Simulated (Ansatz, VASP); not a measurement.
W: VASP beside Ansatz

```xyz
1
Lattice="-1.5752 1.5752 1.5752 1.5752 -1.5752 1.5752 1.5752 1.5752 -1.5752" Properties=species:S:1:pos:R:3 pbc="T T T"
W     0.0000    0.0000    0.0000
```

Alike in both runs: task single point; functional r2SCAN; k mesh 18 × 18 × 18; occupations gaussian, width 0.05 eV; no spin polarisation.

|  | VASP | Ansatz |
| --- | --- | --- |
| version | VASP 6.6.1 | Ansatz 0.2.0 |
| potentials or method | VASP PAW PBE potentials, release 64 (W_sv), cutoff 520 eV | scalar-relativistic, plane waves, PAW |
| valence electrons in the cell | 14 | 14 |

VASP gave:

```
gap on the k mesh at the Fermi level (eV) : none
pressure (GPa)                            : 7.0
```

Q: What did Ansatz give for the same quantities?

A: gap on the k mesh at the Fermi level (eV): none; pressure (GPa): 5.6.

VASP's potentials were made for PBE, not for r2SCAN. A gap of «none» marks a metal or a gap that the smearing closes.

Neither program's run includes spin-orbit coupling.
